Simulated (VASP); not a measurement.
BP:

```
B P
1.0
     0.00000    2.27000    2.27000
     2.27000    0.00000    2.27000
     2.27000    2.27000    0.00000
B P
1 1
Direct
  0.00000 0.00000 0.00000
  0.25000 0.25000 0.25000
```

* Program: VASP 6.6.1
* Task: relaxation of cell and atoms
* Functional: LDA
* Potentials or basis: VASP PAW LDA potentials, release 64 (B, P)
* Cutoff: 500 eV
* k mesh: 6 × 6 × 6
* Occupations: gaussian, width 0.01 eV
* Spin: no spin polarisation

At the start: pressure -5.4 GPa; volume 11.70 Å³/atom.

Task: Where does the relaxation end?

Result: Over 3 steps the energy falls by 6.5 meV/atom and the volume is 11.32 Å³/atom (-3.2 %); space group F-43m (No. 216, to 0.05 Å).

Step by step:
```tsv
step	energy change (eV)	largest force (eV/Å)	pressure (GPa)	volume (Å³)
1	0.0000	0.0000	-5.40	23.39
2	-0.0053	0.0000	4.56	22.09
3	-0.0130	0.0000	-0.02	22.64
```

Final structure:
```
CELL_PARAMETERS angstrom
0.00000 2.24543 2.24543
2.24543 0.00000 2.24543
2.24543 2.24543 0.00000
ATOMIC_POSITIONS crystal
B 0.00000 0.00000 0.00000
P 0.25000 0.25000 0.25000
```
